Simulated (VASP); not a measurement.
# CuSi16 in VASP: single point with PBE+D3(BJ)

Aim: the single point of CuSi16 with PBE+D3(BJ).

Program: VASP 6.6.1. These are calculated values, not measurements. Logs are shortened: lines on timing, memory, paths and dates and some standing lists are left out, and cuts for length are marked.

**1. The cell of the first run**

The cell holds a slab with vacuum, 17 atoms: a = 7.667 Å, b = 7.667 Å, c = 21.203 Å, α = 90.00°, β = 90.00°, γ = 90.00°.

**2. Single point, PBE+D3(BJ), collinear spin**

Input file INCAR:

```
ALGO = Normal
DIPOL = 0.5 0.5 0.297
EDIFF = 1E-6
ENCUT = 520
GGA = PE
GGA_COMPAT = False
IDIPOL = 3
ISIF = 2
ISMEAR = 0
ISPIN = 2
IVDW = 12
KPAR = 4
LASPH = True
LCHARG = False
LDIPOL = True
LMAXMIX = 4
LORBIT = 11
LREAL = False
LWAVE = False
MAGMOM = 0 0 0 0 0 0 0 0 0 0 0 0 0 0 0 0 1
NBANDS = 56
NELM = 200
NELMDL = -8
PREC = Accurate
SIGMA = 0.05
```

Input file KPOINTS:

```
k-points
0
Gamma
  4 4 1
```

Input file POSCAR:

```
CuSi16
1.0
    7.6666885535      0.0000000000      0.0000000000
    0.0000000000      7.6666885535      0.0000000000
    0.0000000000      0.0000000000     21.2034818118
Si Cu
16 1
Direct
    0.0000000000      0.2500000000      0.1886482624
    0.0000000000      0.7500000000      0.1886482624
    0.5000000000      0.2500000000      0.1886482624
    0.5000000000      0.7500000000      0.1886482624
    0.0000000000      0.0000000000      0.2525666263
    0.0000000000      0.5000000000      0.2525666263
    0.5000000000      0.0000000000      0.2525666263
    0.5000000000      0.5000000000      0.2525666263
    0.2500000000      0.0000000000      0.3191936750
    0.2500000000      0.5000000000      0.3191936750
    0.7500000000      0.0000000000      0.3191936750
    0.7500000000      0.5000000000      0.3191936750
    0.2500000000      0.2500000000      0.3821769407
    0.2500000000      0.7500000000      0.3821769407
    0.7500000000      0.2500000000      0.3821769407
    0.7500000000      0.7500000000      0.3821769407
    0.5000000000      0.4166666667      0.4859334850
```

Potentials or basis: VASP PAW PBE potentials, release 64 (Si, Cu).

The run is started by

```console
cat potpaw_PBE.64/Si/POTCAR potpaw_PBE.64/Cu/POTCAR > POTCAR
mpirun -np 4 vasp_std > vasp.out
```

OUTCAR:

```text
EDIFF = 1E-6
   ENCUT = 520
   GGA = PE
   ISIF = 2
   ISMEAR = 0
   ISPIN = 2
   IVDW = 12
   LASPH = True
   LORBIT = 11
   LREAL = False
   NELM = 200
   NELMDL = -8
   PREC = Accurate
 IVDW          = 12

 ion  position               nearest neighbor table
   1  0.000  0.250  0.189-   5 2.35   6 2.35
   2  0.000  0.750  0.189-   5 2.35   6 2.35
   3  0.500  0.250  0.189-   7 2.35   8 2.35
   4  0.500  0.750  0.189-   7 2.35   8 2.35
   5  0.000  0.000  0.253-   1 2.35   2 2.35   9 2.38  11 2.38
   6  0.000  0.500  0.253-   1 2.35   2 2.35  10 2.38  12 2.38
   7  0.500  0.000  0.253-   3 2.35   4 2.35   9 2.38  11 2.38
   8  0.500  0.500  0.253-   3 2.35   4 2.35  10 2.38  12 2.38
   9  0.250  0.000  0.319-  13 2.34  14 2.34   5 2.38   7 2.38
  10  0.250  0.500  0.319-  13 2.34  14 2.34   6 2.38   8 2.38
  11  0.750  0.000  0.319-  15 2.34  16 2.34   5 2.38   7 2.38
  12  0.750  0.500  0.319-  15 2.34  16 2.34   6 2.38   8 2.38
  13  0.250  0.250  0.382-   9 2.34  10 2.34
  14  0.250  0.750  0.382-   9 2.34  10 2.34
  15  0.750  0.250  0.382-  11 2.34  12 2.34
  16  0.750  0.750  0.382-  11 2.34  12 2.34
  17  0.500  0.417  0.486-

  LATTYP: Found a simple tetragonal cell.
 ALAT       =     7.6666885535
 C/A-ratio  =     2.7656636452

  Lattice vectors:

 A1 = (   7.6666885535,   0.0000000000,   0.0000000000)
 A2 = (   0.0000000000,   7.6666885535,   0.0000000000)
 A3 = (   0.0000000000,   0.0000000000,  21.2034818118)

Analysis of symmetry for initial positions (statically):
=====================================================================
 Subroutine PRICEL returns:
 Original cell was already a primitive cell.

 Routine SETGRP: Setting up the symmetry group for a
 simple tetragonal supercell.

 Subroutine GETGRP returns: Found  2 space group operations
 (whereof  2 operations were pure point group operations)
 out of a pool of 16 trial point group operations.

The static configuration has the point symmetry C_1h.

Analysis of symmetry for dynamics (positions and initial velocities):
=====================================================================
 Subroutine PRICEL returns:
 Original cell was already a primitive cell.

 Routine SETGRP: Setting up the symmetry group for a
 simple tetragonal supercell.

 Subroutine GETGRP returns: Found  2 space group operations
 (whereof  2 operations were pure point group operations)
 out of a pool of 16 trial point group operations.

The dynamic configuration has the point symmetry C_1h.

Analysis of structural, dynamic, and magnetic symmetry:
=====================================================================
 Subroutine PRICEL returns:
 Original cell was already a primitive cell.

 Routine SETGRP: Setting up the symmetry group for a
 simple tetragonal supercell.

 Subroutine GETGRP returns: Found  2 space group operations
 (whereof  2 operations were pure point group operations)
 out of a pool of 16 trial point group operations.

The overall configuration has the point symmetry C_1h.

 Subroutine INISYM returns: Found  2 space group operations
 (whereof  2 operations are pure point group operations),
 and found     1 'primitive' translations

----------------------------------------------------------------------------------------

                                     Primitive cell

  volume of cell :    1246.3007

  direct lattice vectors                    reciprocal lattice vectors
     7.666688554  0.000000000  0.000000000     0.130434410  0.000000000  0.000000000
     0.000000000  7.666688554  0.000000000     0.000000000  0.130434410  0.000000000
     0.000000000  0.000000000 21.203481812     0.000000000  0.000000000  0.047162066

  length of vectors
     7.666688554  7.666688554 21.203481812     0.130434410  0.130434410  0.047162066

  position of ions in fractional coordinates (direct lattice)
     0.000000000  0.250000000  0.188648262
     0.000000000  0.750000000  0.188648262
     0.500000000  0.250000000  0.188648262
     0.500000000  0.750000000  0.188648262
[... 79 lines left out ...]
 SYSTEM =  unknown system
   PREC   = accura    normal or accurate (medium, high low for compatibility)
   ISTART =      0    job   : 0-new  1-cont  2-samecut
   ICHARG =      2    charge: 1-file 2-atom 10-const
   ISPIN  =      2    spin polarized calculation?
   LNONCOLLINEAR =      F non collinear calculations
   LSORBIT =      F    spin-orbit coupling
   LASPH  =      T    aspherical Exc in radial PAW
   ENCUT  =  520.0 eV  38.22 Ry    6.18 a.u.  14.25 14.25 39.42*2*pi/ulx,y,z
   NELM   =    200;   NELMIN=  2; NELMDL= -8     # of ELM steps
   EDIFF  = 0.1E-05   stopping-criterion for ELM
   LREAL  =      F    real-space projection
   EDIFFG = 0.1E-04   stopping-criterion for IOM
   NSW    =      0    number of steps for IOM
   IBRION =     -1    ionic relax: 0-MD 1-quasi-New 2-CG
   NFREE  =      0    steps in history (QN), initial steepest desc. (CG)
   ISIF   =      2    stress and relaxation
   ISYM   =      2    0-nonsym 1-usesym 2-fastsym
   POTIM  = 0.5000    time-step for ionic-motion
   TEBEG  =    0.0;   TEEND  =   0.0 temperature during run
   PSTRESS=    0.0 pullay stress
   NELECT =      75.0000    total number of electrons
   NUPDOWN=      -1.0000    fix difference up-down
   EMIN   =  10.00;   EMAX   =-10.00  energy-range for DOS
   EFERMI =   0.00;   METHOD = LEGACY
   ISMEAR =     0;   SIGMA  =   0.05  broadening in eV -4-tet -1-fermi 0-gaus
   EFERMI_NEDOS =   21; number of points for ismear=-14 and -15
   IALGO  =     38    algorithm
   IMIX   =      4    mixing-type and parameters
     AMIX     =   0.40;   BMIX     =  1.00
     AMIX_MAG =   1.60;   BMIX_MAG =  1.00
  volume/ion in A,a.u.               =      73.31       494.73
  Fermi-wavevector in a.u.,A,eV,Ry     =   0.641536  1.212327  5.599727  0.411568
  Thomas-Fermi vector in A             =   1.707908
   LORBIT       =     11    0 simple, 1 ext, 2 COOP (PROOUT), +10 PAW based schemes
   GGA     = PE    functional components
   LHFCALC =     F    Hartree Fock is set to
   AEXX    =    0.0000 exact exchange contribution
   IVDW    =    12    specifies the selected vdW correction
   LEPSILON=     F    determine dielectric tensor
   LRPA    =     F    only Hartree local field effects (RPA)
 spin polarized calculation
 Gauss-broadening in eV      SIGMA  =   0.05
  energy-cutoff  :      520.00
  volume of cell :     1246.30
 maximum number of plane-waves:     33608
 NGX is ok and might be reduce to    60
   NGX = 29   NGY = 29   NGZ = 79

 dipolmoment           0.000000      0.000000      0.408795 electrons x Angstroem

 number of electron      74.9999971 magnetization       0.0629310

 dipolmoment           0.000000      0.000000     -0.275893 electrons x Angstroem

 Free energy of the ion-electron system (eV)
  ---------------------------------------------------
  ext. energy  EPLUGINS =         0.00000000
  ---------------------------------------------------
  free energy    TOTEN  =       -74.18536250 eV

  energy without entropy =      -74.16913510  energy(sigma->0) =      -74.17724880

 E-fermi :  -2.1049     XC(G=0):  -3.5485

 val. band max:       -2.1051803930   @ k =   0.0000   0.0000   0.0000
 cond. band min:      -2.0997635315   @ k =   0.0000   0.0000   0.0000
 fundamental gap:      0.0054168615
 Fermi energy:        -2.1049140061

 spin component 1

 k-point     1 :       0.0000    0.0000    0.0000
  band No.  band energies     occupation
      1     -12.9806      1.00000
      2     -11.5279      1.00000
      3     -11.3680      1.00000
      4     -11.2756      1.00000
      5     -10.8482      1.00000
      6      -9.7195      1.00000
[... 457 lines left out ...]
     48       1.5718      0.00000
     49       1.8959      0.00000
 Fermi energy:        -2.1049140061

 spin component 2

 k-point     1 :       0.0000    0.0000    0.0000
  band No.  band energies     occupation
      1     -12.9783      1.00000
      2     -11.5264      1.00000
      3     -11.3657      1.00000
      4     -11.2729      1.00000
      5     -10.8445      1.00000
      6      -9.7149      1.00000
[... 457 lines left out ...]
     48       1.5741      0.00000
     49       1.8986      0.00000
 [bands above 49 left out]

------------------------ aborting loop because EDIFF is reached ----------------------------------------

 vacuum level on the upper side and lower side of the slab       (xc-potential included)        -0.503         0.343

 Edisp (eV)   -3.97612

 E8    (eV) :    -1.7284

  FORCE on cell =-STRESS in cart. coord.  units (eV):
  Direction    XX          YY          ZZ          XY          YZ          ZX
  --------------------------------------------------------------------------------------
  -------------------------------------------------------------------------------------
  Total     -16.02807    -7.75208    -5.15083     0.00000    -1.28780     0.00000
  in kB     -20.60483    -9.96565    -6.62164     0.00000    -1.65552     0.00000
  external pressure =      -12.40 kB  Pullay stress =        0.00 kB

 VOLUME and BASIS-vectors are now :
 -----------------------------------------------------------------------------
  energy-cutoff  :      520.00
  volume of cell :     1246.30
      direct lattice vectors                 reciprocal lattice vectors
     7.666688554  0.000000000  0.000000000     0.130434410  0.000000000  0.000000000
     0.000000000  7.666688554  0.000000000     0.000000000  0.130434410  0.000000000
     0.000000000  0.000000000 21.203481812     0.000000000  0.000000000  0.047162066

 POSITION                                       TOTAL-FORCE (eV/Angst)
 -----------------------------------------------------------------------------------
      0.00000      1.91667      4.00000         0.000000      0.007168      0.111770
      0.00000      5.75002      4.00000         0.000000      0.007300      0.022893
      3.83334      1.91667      4.00000         0.000000      0.002752      0.148353
      3.83334      5.75002      4.00000         0.000000     -0.005604      0.121634
      0.00000      0.00000      5.35529         0.000000      0.005177      0.091573
      0.00000      3.83334      5.35529         0.000000      0.054946      0.067090
[... 9 lines left out ...]
      5.75002      5.75002      8.10348        -0.110818     -0.172011      0.134931
      3.83334      3.19445     10.30348         0.000000     -0.544258     -1.624106
 -----------------------------------------------------------------------------------
    total drift:                               -0.000000      0.000083     -0.000060

  FREE ENERGIE OF THE ION-ELECTRON SYSTEM (eV)
  ---------------------------------------------------
  free  energy   TOTEN  =       -78.1614872758 eV

  energy  without entropy=      -78.1452598754  energy(sigma->0) =      -78.15337358

 vacuum level on the upper side and lower side of the slab         2.178         3.048

 total charge

# of ion       s       p       d       tot
------------------------------------------
    1        0.863   0.720   0.000   1.582
    2        0.862   0.721   0.000   1.583
    3        0.860   0.724   0.000   1.584
    4        0.862   0.722   0.000   1.583
    5        0.774   0.897   0.000   1.672
    6        0.771   0.902   0.000   1.673
[... 9 lines left out ...]
   16        0.855   0.733   0.000   1.587
   17        0.309   0.028   9.366   9.702
--------------------------------------------------
tot         13.338  13.031   9.366  35.735

 magnetization (x)

# of ion       s       p       d       tot
------------------------------------------
    1        0.000   0.003   0.000   0.003
    2       -0.000   0.000   0.000   0.000
    3        0.000   0.004   0.000   0.004
    4       -0.000   0.001   0.000   0.001
    5       -0.000   0.000   0.000   0.000
    6       -0.000   0.000   0.000   0.000
[... 9 lines left out ...]
   16       -0.000   0.000   0.000   0.000
   17       -0.000   0.000   0.001   0.001
--------------------------------------------------
tot          0.001   0.018   0.001   0.019
```

It took 28 min on 4 MPI ranks of AMD EPYC 9R45 (Zen 5), shared host; peak memory 2.2 GiB.

Results:

```yaml
Free_energy: -78.1615 eV
Largest_force: 1.713 eV/Å
Net_moment: 0.06 μB per cell
Valence_electrons_inside_the_program's_atomic_spheres: Si 1.58, 1.67, 1.59 (each value once); Cu 9.70
Dispersion_energy_per_atom: -0.234 eV
```

Forces on the atoms (eV/Å):
```
Si   0.000  0.007  0.112
Si   0.000  0.007  0.023
Si   0.000  0.003  0.148
Si   0.000 -0.006  0.122
Si   0.000  0.005  0.092
Si   0.000  0.055  0.067
Si   0.000  0.037 -0.103
Si   0.000 -0.009 -0.103
Si   0.038 -0.145  0.032
Si  -0.108  0.071 -0.039
Si  -0.038 -0.145  0.032
Si   0.108  0.071 -0.039
Si   0.282  0.469  0.506
Si   0.111 -0.172  0.135
Si  -0.282  0.469  0.506
Si  -0.111 -0.172  0.135
Cu   0.000 -0.544 -1.624
```

Levels at points of the mesh, in eV from the Fermi level:
Spin up:
```
           k point  band 34  band 35  band 36  band 37  band 38  band 39  band 40  band 41
(0.00, 0.00, 0.00)    -0.80    -0.55    -0.33     0.00     0.09     0.11     0.67     0.67
(0.50, 0.00, 0.00)    -0.54    -0.53    -0.52    -0.50     0.30     0.80     0.82     0.88
(0.00, 0.50, 0.00)    -0.65    -0.65    -0.22    -0.12     0.00     0.01     0.04     0.05
(0.50, 0.50, 0.00)    -0.40    -0.36    -0.33    -0.29     0.55     0.58     0.60     0.62
```
Spin down:
```
           k point  band 33  band 34  band 35  band 36  band 37  band 38  band 39  band 40  band 41  band 42
(0.00, 0.00, 0.00)    -0.86    -0.80    -0.54    -0.33     0.01     0.10     0.12     0.67     0.68     1.15
(0.50, 0.00, 0.00)    -0.86    -0.54    -0.53    -0.52    -0.49     0.30     0.81     0.83     0.89     0.90
(0.00, 0.50, 0.00)    -0.65    -0.65    -0.64    -0.21    -0.11     0.01     0.02     0.04     0.05     0.86
(0.50, 0.50, 0.00)    -0.55    -0.39    -0.35    -0.33    -0.29     0.55     0.59     0.60     0.62     0.80
```
